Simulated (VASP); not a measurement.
A run of VASP 6.6.1:

POSCAR

```
Si
1.0
    2.6125345875      0.0000000000      0.0000000000
   -1.3062672938      2.2625213210      0.0000000000
    0.0000000000      0.0000000000      4.5071626426
Si
2
Direct
    0.3333333333      0.6666666667      0.2500000000
    0.6666666667      0.3333333333      0.7500000000
```

File INCAR.step1:

```
SYSTEM = Si
PREC     = Accurate       ! precision mode
ENCUT    = 600            ! plane-wave cutoff, eV
ISMEAR   = 0              ! smearing method
SIGMA    = 0.1            ! smearing width, eV
LREAL    = .False.        ! projectors in reciprocal space
LASPH    = .True.         ! aspherical terms in the spheres
NELM     = 80             ! most SCF steps
GGA      = PE             ! functional
ALGO     = Normal         ! electronic algorithm
EDIFF    = 1E-4           ! SCF threshold, eV
LWAVE    = .True.         ! write WAVECAR
LCHARG   = .False.        ! write CHGCAR
```

File INCAR.step2:

```
SYSTEM = Si
PREC     = Accurate       ! precision mode
ENCUT    = 600            ! plane-wave cutoff, eV
EDIFF    = 1E-6           ! SCF threshold, eV
ISMEAR   = 0              ! smearing method
SIGMA    = 0.1            ! smearing width, eV
LREAL    = .False.        ! projectors in reciprocal space
LASPH    = .True.         ! aspherical terms in the spheres
NELM     = 80             ! most SCF steps
ALGO     = Normal         ! electronic algorithm
ISIF     = 4              ! what is computed and relaxed
LWAVE    = .False.        ! write WAVECAR
LCHARG   = .False.        ! write CHGCAR
METAGGA  = R2SCAN         ! meta-GGA
LMIXTAU  = .True.       
IBRION   = 2              ! ionic algorithm
NSW      = 50             ! ionic steps
EDIFFG   = -0.01          ! ionic threshold
ISTART   = 1
```

The input KPOINTS:

```
regular mesh
0
Gamma
  18 18 10
  0 0 0
```

Potentials or basis: VASP PAW PBE potentials, release 64 (Si).

Launch:

```console
$ cat potpaw_PBE.64/Si/POTCAR > POTCAR
$ cp INCAR.step1 INCAR
$ mpirun -np 1 vasp_std > vasp.out
$ cp INCAR.step2 INCAR
$ mpirun -np 1 vasp_std > vasp.out
```

Hardware: 1 thread of Intel Xeon 8259CL, on a shared host.

Problem. How long does it take, and how much memory?

Solution. Run time: 3.5 min on 1 thread of Intel Xeon 8259CL, on a shared host, peak memory 0.19 GiB. Counts: k points 222, ion steps 2.
